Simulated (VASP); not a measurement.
**CdSe: single point with PBEsol**

Crystal: CdSe.

```xyz
4
Lattice="4.3010 0.0000 0.0000 -2.1505 3.7248 0.0000 0.0000 0.0000 7.0225" Properties=species:S:1:pos:R:3 pbc="T T T"
Cd    0.0000    2.4832    0.0330
Cd    2.1505    1.2416    3.5443
Se    0.0000    2.4832    2.6707
Se    2.1505    1.2416    6.1819
```

| Quantity | Value |
| --- | --- |
| Program | VASP 6.6.1 |
| Task | single point |
| Functional | PBEsol |
| Potentials or basis | VASP PAW PBE potentials, release 64 (Cd, Se) |
| Cutoff | 520 eV |
| k mesh | 6 × 6 × 4 |
| Occupations | gaussian, width 0.01 eV |
| Spin | no spin polarisation |

The pressure is 0.4 GPa and the band gap on the k mesh is 0.54 eV.

Levels at points of the mesh, in eV from the valence-band top:
```csv
k point,band 16,band 17,band 18,band 19,band 20,band 21
"(0.00, 0.00, 0.00)",-0.05,0.00,0.00,0.54,2.10,5.78
"(0.50, 0.00, 0.00)",-1.89,-1.37,-0.77,3.12,3.23,4.66
"(0.00, 0.00, 0.50)",-0.41,-0.41,-0.41,2.28,2.28,5.74
"(0.50, 0.00, 0.50)",-1.39,-1.37,-1.37,2.82,2.82,4.75
```

Wall time 40 s on 1 thread of Intel(R) Xeon(R) Platinum 8488C (Sapphire Rapids) (shared host), peak memory 0.24 GiB.

Caveat: semilocal functionals underestimate gaps, and a narrow one can read as zero; the PAW data sets were made with another functional, which shifts forces and pressure a little.
